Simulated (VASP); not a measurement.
Set up this calculation in VASP 6.6.1, as the native input.

| Quantity | Value |
| --- | --- |
| Task | single point |
| Functional | PBE |
| Potentials or basis | VASP PAW PBE potentials, release 64 (Sn_d, Te) |
| Cutoff | 520 eV |
| k mesh | 4 × 4 × 4 |
| Occupations | gaussian, width 0.1 eV |
| Spin | no spin polarisation |
| Dipole correction | no |
| Further INCAR settings | ALGO = Fast; EDIFF = 1e-06; NBANDS = 58 |

The structure of Sn3Te lies in POSCAR:

```
Sn3Te
1.0
    6.0874217600      0.0000000000      0.0000000000
    0.0000000000      6.0874217600      0.0000000000
    0.0000000000      0.0000000000      6.0874217600
Sn Te
6 2
Direct
    0.2500000000      0.0000000000      0.5000000000
    0.7500000000      0.0000000000      0.5000000000
    0.0000000000      0.5000000000      0.2500000000
    0.0000000000      0.5000000000      0.7500000000
    0.5000000000      0.7500000000      0.0000000000
    0.5000000000      0.2500000000      0.0000000000
    0.0000000000      0.0000000000      0.0000000000
    0.5000000000      0.5000000000      0.5000000000
```

The cell was built from a structure type or drawn by symmetry, and may not be a known phase.

One way to write it, as run:

INCAR

```
PREC     = Accurate       # precision mode
ENCUT    = 520            # plane-wave cutoff, eV
EDIFF    = 1E-6           # SCF threshold, eV
ISMEAR   = 0              # smearing method
SIGMA    = 0.1            # smearing width, eV
LREAL    = False          # projectors in reciprocal space
LASPH    = True           # aspherical terms in the spheres
NELM     = 100            # most SCF steps
ALGO     = Fast           # electronic algorithm
ISIF     = 2              # what is computed and relaxed
LWAVE    = False          # write WAVECAR
LCHARG   = True           # write CHGCAR
GGA      = PE             # functional
LELF     = True           # ELF
LVHAR    = True         
NBANDS   = 58             # bands
```

KPOINTS

```
regular mesh
0
Gamma
  4 4 4
```

Potentials or basis: VASP PAW PBE potentials, release 64 (Sn_d, Te).

Run with:

```console
$ cat potpaw_PBE.64/Sn_d/POTCAR potpaw_PBE.64/Te/POTCAR > POTCAR
$ mpirun -np 1 vasp_std > vasp.out
```

It gave:

```json
{
 "Pressure": "2.0 GPa",
 "Band gap on the k mesh": "zero (bands 48 and 49 overlap by 1.69 eV)"
}
```

Caveat: spin-orbit coupling is left out, which moves the levels of the heavy elements.

Wall time 5.4 min on 1 thread of Intel Xeon 8259CL, on a shared host, peak memory 0.37 GiB.
